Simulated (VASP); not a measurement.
# Pd3Cl in VASP: notebook

Runs on Pd3Cl. Level: PBE. Tasks: single point.

Program: VASP 6.6.1. These are calculated values, not measurements. Logs are shortened: lines on timing, memory, paths and dates and some standing lists are left out, and cuts for length are marked.

## 1. The cell of the first run

The cell holds a slab with vacuum, 4 atoms: a = 2.788 Å, b = 2.788 Å, c = 19.387 Å, α = 90.00°, β = 90.00°, γ = 90.00°.

## 2. Single point, PBE

INCAR

```
PREC = Accurate
ENCUT = 520
EDIFF = 1E-6
ISMEAR = 0
SIGMA = 0.1
LREAL = False
LASPH = True
NELM = 80
ALGO = Normal
ISIF = 2
LWAVE = False
LCHARG = False
LDIPOL = True
IDIPOL = 3
DIPOL = 0.5 0.5 0.361
GGA = PE
NBANDS = 26
```

KPOINTS

```
Automatic mesh
0
Gamma
  10 10 1
```

POSCAR

```
Pd3Cl
1.0
    2.7875943942      0.0000000000      0.0000000000
    0.0000000000      2.7875943942      0.0000000000
    0.0000000000      0.0000000000     19.3873314569
Pd Cl
3 1
Direct
    0.5000000000      0.5000000000      0.2063202978
    0.0000000000      0.0000000000      0.3065748042
    0.5000000000      0.5000000000      0.4068291438
    0.5000000000      0.5000000000      0.5249729750
```

Potentials or basis: VASP PAW PBE potentials, release 64 (Pd, Cl).

Command:

```
$ cat potpaw_PBE.64/Pd/POTCAR potpaw_PBE.64/Cl/POTCAR > POTCAR
$ mpirun -np 1 vasp_std > vasp.out
```

OUTCAR:

```text
PREC = Accurate
   ENCUT = 520
   EDIFF = 1E-6
   ISMEAR = 0
   LREAL = False
   LASPH = True
   NELM = 80
   ISIF = 2
   GGA = PE

 ion  position               nearest neighbor table
   1  0.500  0.500  0.206-   2 2.77   2 2.77   2 2.77   2 2.77
   2  0.000  0.000  0.307-   3 2.77   3 2.77   3 2.77   3 2.77   1 2.77   1 2.77   1 2.77   1 2.77

   3  0.500  0.500  0.407-   4 2.29   2 2.77   2 2.77   2 2.77   2 2.77
   4  0.500  0.500  0.525-   3 2.29

  LATTYP: Found a simple tetragonal cell.
 ALAT       =     2.7875943942
 C/A-ratio  =     6.9548609716

  Lattice vectors:

 A1 = (   2.7875943942,   0.0000000000,   0.0000000000)
 A2 = (   0.0000000000,   2.7875943942,   0.0000000000)
 A3 = (   0.0000000000,   0.0000000000,  19.3873314569)

Analysis of symmetry for initial positions (statically):
=====================================================================
 Subroutine PRICEL returns:
 Original cell was already a primitive cell.

 Routine SETGRP: Setting up the symmetry group for a
 simple tetragonal supercell.

 Subroutine GETGRP returns: Found  8 space group operations
 (whereof  8 operations were pure point group operations)
 out of a pool of 16 trial point group operations.

The static configuration has the point symmetry C_4v.

Analysis of symmetry for dynamics (positions and initial velocities):
=====================================================================
 Subroutine PRICEL returns:
 Original cell was already a primitive cell.

 Routine SETGRP: Setting up the symmetry group for a
 simple tetragonal supercell.

 Subroutine GETGRP returns: Found  8 space group operations
 (whereof  8 operations were pure point group operations)
 out of a pool of 16 trial point group operations.

The dynamic configuration has the point symmetry C_4v.

 Subroutine INISYM returns: Found  8 space group operations
 (whereof  8 operations are pure point group operations),
 and found     1 'primitive' translations

----------------------------------------------------------------------------------------

                                     Primitive cell

  volume of cell :     150.6528

  direct lattice vectors                    reciprocal lattice vectors
     2.787594394  0.000000000  0.000000000     0.358732247  0.000000000  0.000000000
     0.000000000  2.787594394  0.000000000     0.000000000  0.358732247  0.000000000
     0.000000000  0.000000000 19.387331457     0.000000000  0.000000000  0.051580074

  length of vectors
     2.787594394  2.787594394 19.387331457     0.358732247  0.358732247  0.051580074

[... 88 lines left out ...]
   POTIM  = 0.5000    time-step for ionic-motion
   TEBEG  =    0.0;   TEEND  =   0.0 temperature during run
   PSTRESS=    0.0 pullay stress
   NELECT =      37.0000    total number of electrons
   NUPDOWN=      -1.0000    fix difference up-down
   EMIN   =  10.00;   EMAX   =-10.00  energy-range for DOS
   EFERMI =   0.00;   METHOD = LEGACY
   ISMEAR =     0;   SIGMA  =   0.10  broadening in eV -4-tet -1-fermi 0-gaus
   EFERMI_NEDOS =   21; number of points for ismear=-14 and -15
   IALGO  =     38    algorithm
   IMIX   =      4    mixing-type and parameters
     AMIX     =   0.40;   BMIX     =  1.00
     AMIX_MAG =   1.60;   BMIX_MAG =  1.00
  volume/ion in A,a.u.               =      37.66       254.16
  Fermi-wavevector in a.u.,A,eV,Ry     =   1.025218  1.937382 14.300710  1.051073
  Thomas-Fermi vector in A             =   2.159047
   LORBIT       =      0    0 simple, 1 ext, 2 COOP (PROOUT), +10 PAW based schemes
   GGA     = PE    functional components
   LHFCALC =     F    Hartree Fock is set to
   AEXX    =    0.0000 exact exchange contribution
   IVDW    =     0    specifies the selected vdW correction
   LEPSILON=     F    determine dielectric tensor
   LRPA    =     F    only Hartree local field effects (RPA)
 non-spin polarized calculation
 Gauss-broadening in eV      SIGMA  =   0.10
  energy-cutoff  :      520.00
  volume of cell :      150.65
 maximum number of plane-waves:      4096
 NGX is ok and might be reduce to    24
   NGX = 11   NGY = 11   NGZ = 73

 dipolmoment           0.000000      0.000000     -0.000748 electrons x Angstroem

 number of electron      37.0000009 magnetization

 dipolmoment           0.000000      0.000000      0.031334 electrons x Angstroem

 Free energy of the ion-electron system (eV)
  ---------------------------------------------------
  ext. energy  EPLUGINS =         0.00000000
  ---------------------------------------------------
  free energy    TOTEN  =       -16.40594306 eV

  energy without entropy =      -16.35685518  energy(sigma->0) =      -16.38139912

 E-fermi :   0.2739     XC(G=0):  -5.9604

 val. band max:        0.2731740045   @ k =   0.4000   0.2000   0.0000
 cond. band min:       0.2786022571   @ k =   0.2000   0.1000   0.0000
 fundamental gap:      0.0054282526
 Fermi energy:         0.2738715325

 k-point     1 :       0.0000    0.0000    0.0000
  band No.  band energies     occupation
      1     -16.1000      2.00000
      2      -5.9951      2.00000
      3      -4.9149      2.00000
      4      -4.4870      2.00000
      5      -4.2753      2.00000
      6      -3.9515      2.00000
[... 598 lines left out ...]
     25      10.5303      0.00000
     26      10.6296      0.00000

------------------------ aborting loop because EDIFF is reached ----------------------------------------

 vacuum level on the upper side and lower side of the slab       (xc-potential included)         0.319        -0.366

  FORCE on cell =-STRESS in cart. coord.  units (eV):
  Direction    XX          YY          ZZ          XY          YZ          ZX
  --------------------------------------------------------------------------------------
  -------------------------------------------------------------------------------------
  Total        0.3539347      0.3539347      0.5650702      0.0000000      0.0000000      0.0000000
  in kB        3.7640604      3.7640604      6.0094643      0.0000000      0.0000000      0.0000000
  external PRESSURE =       4.5125283 kB  Pullay stress =       0.0000000 kB

 VOLUME and BASIS-vectors are now :
 -----------------------------------------------------------------------------
  energy-cutoff  :      520.00
  volume of cell :      150.65
      direct lattice vectors                 reciprocal lattice vectors
     2.787594394  0.000000000  0.000000000     0.358732247  0.000000000  0.000000000
     0.000000000  2.787594394  0.000000000     0.000000000  0.358732247  0.000000000
     0.000000000  0.000000000 19.387331457     0.000000000  0.000000000  0.051580074

 POSITION                                       TOTAL-FORCE (eV/Angst)
 -----------------------------------------------------------------------------------
      1.39380      1.39380      4.00000         0.000000     -0.000000     -0.032729
      0.00000      0.00000      5.94367         0.000000      0.000000     -0.255635
      1.39380      1.39380      7.88733        -0.000000      0.000000      0.300005
      1.39380      1.39380     10.17783         0.000000      0.000000     -0.011641
 -----------------------------------------------------------------------------------
    total drift:                                0.000000      0.000000      0.000299

  FREE ENERGIE OF THE ION-ELECTRON SYSTEM (eV)
  ---------------------------------------------------
  free  energy   TOTEN  =       -16.4059430590 eV

  energy  without entropy=      -16.3568551849  energy(sigma->0) =      -16.38139912

 vacuum level on the upper side and lower side of the slab         6.000         5.260
```

OSZICAR:

```text
N       E                     dE             d eps       ncg     rms          rms(c)
DAV:   1     0.246268635463E+03    0.24627E+03   -0.16468E+04  1092   0.120E+03
DAV:   2    -0.319552165886E+01   -0.24946E+03   -0.23798E+03  1306   0.265E+02
DAV:   3    -0.169582925619E+02   -0.13763E+02   -0.13416E+02  1226   0.591E+01
[... 22 lines left out ...]
DAV:  26    -0.164059309711E+02   -0.40677E-05   -0.22893E-06   900   0.710E-03    0.450E-03
DAV:  27    -0.164059383421E+02   -0.73711E-05   -0.69996E-07   830   0.506E-03    0.943E-04
DAV:  28    -0.164059411121E+02   -0.27699E-05   -0.21881E-07   868   0.194E-03    0.686E-04
DAV:  29    -0.164059426166E+02   -0.15046E-05   -0.88949E-08   798   0.147E-03    0.923E-04
DAV:  30    -0.164059430590E+02   -0.44238E-06   -0.30546E-08   836   0.905E-04
   1 F= -.16405943E+02 E0= -.16381399E+02  d E =-.490879E-01
```

Run time: 89 s. Hardware: 1 thread of AMD EPYC 9R45 (Zen 5), shared host; peak memory 0.27 GiB.

Results:

```
Free energy            : -16.4059 eV
Largest force          : 0.300 eV/Å
Band gap on the k mesh : zero (an odd number of electrons rules out a gap without spin polarisation)
```

Forces on the atoms (eV/Å):
```
Pd   0.000  0.000 -0.033
Pd   0.000  0.000 -0.256
Pd   0.000  0.000  0.300
Cl   0.000  0.000 -0.012
```

Levels at points of the mesh, in eV from the Fermi level:
| k point | band 17 | band 18 | band 19 | band 20 | band 21 | band 22 |
| --- | --- | --- | --- | --- | --- | --- |
| (0.00, 0.00, 0.00) | -0.32 | -0.32 | -0.05 | 0.21 | 0.21 | 1.71 |
| (0.50, 0.00, 0.00) | -0.25 | 0.01 | 0.63 | 1.80 | 2.02 | 2.31 |
| (0.50, 0.50, 0.00) | 0.26 | 0.46 | 0.59 | 4.62 | 4.62 | 6.44 |

## 3. Single point, PBE

INCAR

```
SYSTEM = Pd3Cl
ALGO = Normal
DIPOL = 0.5 0.5 0.356
EDIFF = 1E-6
ENCUT = 520
GGA = PE
IDIPOL = 3
ISIF = 2
ISMEAR = 0
LASPH = .True.
LCHARG = .True.
LDIPOL = .True.
LELF = .True.
LREAL = .False.
LVACPOTAV = .True.
LVHAR = .True.
LWAVE = .False.
NBANDS = 26
NELM = 60
PREC = Accurate
SIGMA = 0.1
```

KPOINTS

```
k-points
0
Gamma
  10 10 1
  0 0 0
```

POSCAR, as its differences from that of step 2:

```diff
@@ -11,2 +11,2 @@
     0.5000000000      0.5000000000      0.4068291438
-    0.5000000000      0.5000000000      0.5249729750
+    1.0000000000      1.0000000000      0.5043479651
```

Potentials or basis: VASP PAW PBE potentials, release 64 (Pd, Cl).

Command:

```
$ cat potpaw_PBE.64/Pd/POTCAR potpaw_PBE.64/Cl/POTCAR > POTCAR
$ mpirun -np 1 vasp_std > vasp.out
```

OUTCAR:

```text
SYSTEM = Pd3Cl
   EDIFF = 1E-6
   ENCUT = 520
   GGA = PE
   ISIF = 2
   ISMEAR = 0
   LASPH = .True.
   LREAL = .False.
   NELM = 60
   PREC = Accurate

 ion  position               nearest neighbor table
   1  0.500  0.500  0.206-   2 2.77   2 2.77   2 2.77   2 2.77
   2  0.000  0.000  0.307-   3 2.77   3 2.77   3 2.77   3 2.77   1 2.77   1 2.77   1 2.77   1 2.77

   3  0.500  0.500  0.407-   4 2.73   4 2.73   4 2.73   4 2.73   2 2.77   2 2.77   2 2.77   2 2.77

   4  0.000  0.000  0.504-   3 2.73   3 2.73   3 2.73   3 2.73

  LATTYP: Found a simple tetragonal cell.
 ALAT       =     2.7875943942
 C/A-ratio  =     6.9548609716

  Lattice vectors:

 A1 = (   2.7875943942,   0.0000000000,   0.0000000000)
 A2 = (   0.0000000000,   2.7875943942,   0.0000000000)
 A3 = (   0.0000000000,   0.0000000000,  19.3873314569)

Analysis of symmetry for initial positions (statically):
=====================================================================
 Subroutine PRICEL returns:
 Original cell was already a primitive cell.

 Routine SETGRP: Setting up the symmetry group for a
 simple tetragonal supercell.

 Subroutine GETGRP returns: Found  8 space group operations
 (whereof  8 operations were pure point group operations)
 out of a pool of 16 trial point group operations.

The static configuration has the point symmetry C_4v.

Analysis of symmetry for dynamics (positions and initial velocities):
=====================================================================
 Subroutine PRICEL returns:
 Original cell was already a primitive cell.

 Routine SETGRP: Setting up the symmetry group for a
 simple tetragonal supercell.

 Subroutine GETGRP returns: Found  8 space group operations
 (whereof  8 operations were pure point group operations)
 out of a pool of 16 trial point group operations.

The dynamic configuration has the point symmetry C_4v.

 Subroutine INISYM returns: Found  8 space group operations
 (whereof  8 operations are pure point group operations),
 and found     1 'primitive' translations
[... 119 lines left out ...]
   LORBIT       =      0    0 simple, 1 ext, 2 COOP (PROOUT), +10 PAW based schemes
   GGA     = PE    functional components
   LHFCALC =     F    Hartree Fock is set to
   AEXX    =    0.0000 exact exchange contribution
   IVDW    =     0    specifies the selected vdW correction
   LEPSILON=     F    determine dielectric tensor
   LRPA    =     F    only Hartree local field effects (RPA)
 non-spin polarized calculation
 Gauss-broadening in eV      SIGMA  =   0.10
  energy-cutoff  :      520.00
  volume of cell :      150.65
 maximum number of plane-waves:      4096
 NGX is ok and might be reduce to    24
   NGX = 11   NGY = 11   NGZ = 73

 dipolmoment           0.000000      0.000000     -0.001850 electrons x Angstroem

 number of electron      37.0000009 magnetization

 dipolmoment           0.000000      0.000000      0.040779 electrons x Angstroem

 Free energy of the ion-electron system (eV)
  ---------------------------------------------------
  ext. energy  EPLUGINS =         0.00000000
  ---------------------------------------------------
  free energy    TOTEN  =       -16.19928926 eV

  energy without entropy =      -16.14606665  energy(sigma->0) =      -16.17267795

 E-fermi :   0.1684     XC(G=0):  -5.8653

 val. band max:        0.1576934065   @ k =   0.4000   0.3000   0.0000
 cond. band min:       0.1811756045   @ k =   0.5000   0.1000   0.0000
 fundamental gap:      0.0234821980
 Fermi energy:         0.1683575278

 k-point     1 :       0.0000    0.0000    0.0000
  band No.  band energies     occupation
      1     -16.2803      2.00000
      2      -6.1621      2.00000
      3      -5.1343      2.00000
      4      -4.3462      2.00000
      5      -4.2744      2.00000
      6      -3.4894      2.00000
[... 598 lines left out ...]
     25      10.4687      0.00000
     26      10.5436      0.00000

------------------------ aborting loop because EDIFF is reached ----------------------------------------

  FORCE on cell =-STRESS in cart. coord.  units (eV):
  Direction    XX          YY          ZZ          XY          YZ          ZX
  --------------------------------------------------------------------------------------
  -------------------------------------------------------------------------------------
  Total        1.6197731      1.6197731      0.0974284      0.0000000      0.0000000      0.0000000
  in kB       17.2261236     17.2261236      1.0361416      0.0000000      0.0000000      0.0000000
  external PRESSURE =      11.8294629 kB  Pullay stress =       0.0000000 kB

 VOLUME and BASIS-vectors are now :
 -----------------------------------------------------------------------------
  energy-cutoff  :      520.00
  volume of cell :      150.65
      direct lattice vectors                 reciprocal lattice vectors
     2.787594394  0.000000000  0.000000000     0.358732247  0.000000000  0.000000000
     0.000000000  2.787594394  0.000000000     0.000000000  0.358732247  0.000000000
     0.000000000  0.000000000 19.387331457     0.000000000  0.000000000  0.051580074

 POSITION                                       TOTAL-FORCE (eV/Angst)
 -----------------------------------------------------------------------------------
      1.39380      1.39380      4.00000         0.000000      0.000000      0.049882
      0.00000      0.00000      5.94367         0.000000     -0.000000     -0.184431
      1.39380      1.39380      7.88733        -0.000000     -0.000000      0.152887
      0.00000      0.00000      9.77796         0.000000     -0.000000     -0.018337
 -----------------------------------------------------------------------------------
    total drift:                                0.000000      0.000000      0.000530

  FREE ENERGIE OF THE ION-ELECTRON SYSTEM (eV)
  ---------------------------------------------------
  free  energy   TOTEN  =       -16.1992892574 eV

  energy  without entropy=      -16.1460666510  energy(sigma->0) =      -16.17267795

 vacuum level on the upper side and lower side of the slab         6.197         5.247
```

OSZICAR:

```text
N       E                     dE             d eps       ncg     rms          rms(c)
DAV:   1     0.247791117573E+03    0.24779E+03   -0.16494E+04  1092   0.120E+03
DAV:   2    -0.273266879626E+01   -0.25052E+03   -0.23909E+03  1286   0.266E+02
DAV:   3    -0.166252951745E+02   -0.13893E+02   -0.13534E+02  1276   0.598E+01
[... 22 lines left out ...]
DAV:  26    -0.161992811968E+02   -0.67686E-05   -0.39750E-07   844   0.325E-03    0.365E-03
DAV:  27    -0.161992859099E+02   -0.47130E-05   -0.65871E-07   814   0.400E-03    0.156E-03
DAV:  28    -0.161992874501E+02   -0.15402E-05   -0.14363E-07   824   0.173E-03    0.943E-04
DAV:  29    -0.161992885518E+02   -0.11018E-05   -0.44885E-08   768   0.885E-04    0.495E-04
DAV:  30    -0.161992892574E+02   -0.70558E-06   -0.29015E-08   792   0.610E-04
   1 F= -.16199289E+02 E0= -.16172678E+02  d E =-.532226E-01
```

stdout:

```text
POSCAR found type information on POSCAR PdCl
 POSCAR found :  2 types and       4 ions
 scaLAPACK will be used
 LDA part: xc-table for (Slater+PW92), standard interpolation
 POSCAR, INCAR and KPOINTS ok, starting setup
 FFT: planning ... GRIDC
 FFT: planning ... GRID_SOFT
 FFT: planning ... GRID
 WAVECAR not read
 entering main loop
 -----------------------------------------------------------------------------
|                                                                             |
|           W    W    AA    RRRRR   N    N  II  N    N   GGGG   !!!           |
|           W    W   A  A   R    R  NN   N  II  NN   N  G    G  !!!           |
|           W    W  A    A  R    R  N N  N  II  N N  N  G       !!!           |
|           W WW W  AAAAAA  RRRRR   N  N N  II  N  N N  G  GGG   !            |
|           WW  WW  A    A  R   R   N   NN  II  N   NN  G    G                |
|           W    W  A    A  R    R  N    N  II  N    N   GGGG   !!!           |
|                                                                             |
|     Did not find any points to average over, which means that no vacuum     |
|     field-free region was found. Please increase the size of  your cell     |
|     in the dimension of the dipole correction to obtain accurate            |
|     workfunction values.                                                    |
|                                                                             |
 -----------------------------------------------------------------------------
```

It took 90 s on 1 thread of AMD EPYC 9R45 (Zen 5), shared host; peak memory 0.27 GiB.

What came out:

```
Free energy            : -16.1993 eV
Largest force          : 0.184 eV/Å
Band gap on the k mesh : zero (an odd number of electrons rules out a gap without spin polarisation)
```

Forces on the atoms (eV/Å):
```
Pd   0.000  0.000  0.050
Pd   0.000  0.000 -0.184
Pd   0.000  0.000  0.153
Cl   0.000  0.000 -0.018
```

The gap in the log of VASP goes by the Fermi energy; the results here count the filled bands.